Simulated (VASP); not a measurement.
A run of VASP 6.6.1 is set up as follows.

The input INCAR:

```
PREC = Accurate
ENCUT = 520
EDIFF = 1E-6
ISMEAR = 0
SIGMA = 0.1
LREAL = F
LASPH = T
NELM = 80
ALGO = Fast
ISIF = 2
LWAVE = F
LCHARG = F
GGA = PS
NBANDS = 84
```

KPOINTS

```
Automatic mesh
0
Gamma
  3 3 3
```

Contents of POSCAR:

```
Zn
1.0
    3.4314516583      1.9811495387      4.9069352497
   -3.4314516583      1.9811495387      4.9069352497
    0.0000000000     -3.9622990772      4.9069352497
Zn
12
Direct
    0.1256724833      0.4897202904      0.1256724833
    0.1256724833      0.1256724833      0.4897202904
    0.4897202904      0.1256724833      0.1256724833
    0.8743275167      0.5102797096      0.8743275167
    0.5102797096      0.8743275167      0.8743275167
    0.8743275167      0.8743275167      0.5102797096
    0.2956136139      0.6798630313      0.2956136139
    0.2956136139      0.2956136139      0.6798630313
    0.6798630313      0.2956136139      0.2956136139
    0.7043863861      0.3201369687      0.7043863861
    0.3201369687      0.7043863861      0.7043863861
    0.7043863861      0.7043863861      0.3201369687
```

Potentials or basis: VASP PAW PBE potentials, release 64 (Zn).

Launch:

```sh
$ cat potpaw_PBE.64/Zn/POTCAR > POTCAR
$ mpirun -np 1 vasp_std > vasp.out
```

Question: What does it give for the largest force?

Answer: 0.010 eV/Å.

Question: Estimate the pressure.

Answer: 0.4 GPa.

Question: Estimate the band gap on the k mesh.

Answer: Zero (band 72 reaches 3.21 eV, above the bottom of band 73 at 0.23 eV).

Forces in eV/Å, atoms in the order of the input:
```
Zn   0.007 -0.004  0.006
Zn   0.000  0.008  0.006
Zn  -0.007 -0.004  0.006
Zn  -0.007  0.004 -0.006
Zn   0.007  0.004 -0.006
Zn   0.000 -0.008 -0.006
Zn   0.005 -0.003 -0.005
Zn   0.000  0.006 -0.005
Zn  -0.005 -0.003 -0.005
Zn  -0.005  0.003  0.005
Zn   0.005  0.003  0.005
Zn   0.000 -0.006  0.005
```

Caveat: the k points lie up to 0.38 Å⁻¹ apart; the PAW data sets were made with another functional, which shifts forces and pressure a little.
